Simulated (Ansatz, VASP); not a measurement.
**NaCl: VASP beside Ansatz**

```
Na Cl
1.0
     0.00000    2.80273    2.80273
     2.80273    0.00000    2.80273
     2.80273    2.80273    0.00000
Na Cl
1 1
Direct
  0.00000 0.00000 0.00000
  0.50000 0.50000 0.50000
```

Alike in both runs: task single point; functional PBE0; k mesh 6 × 6 × 6; no spin polarisation.

|  | VASP | Ansatz |
| --- | --- | --- |
| version | VASP 6.6.1 | Ansatz 0.2.0 |
| potentials or method | VASP PAW PBE potentials, release 64 (Na_pv, Cl) | plane waves, PAW |
| plane-wave cutoff (eV) | 520 | 420 |
| occupations | gaussian, width 0.01 eV | fixed |
| valence electrons in the cell | 14 | 16 |

|  | VASP | Ansatz | Ansatz less VASP |
| --- | --- | --- | --- |
| gap on the k mesh at the Fermi level (eV) | 7.28 | 7.28 | +0.001 |
| pressure (GPa) | 0.6 | 0.6 | -0.01 |

VASP's potentials hold 14 valence electrons a cell and Ansatz's 16, so a difference there can come from the potentials and not from the codes. Ansatz's warnings: stress exchange threshold loose, stress scf threshold loose.
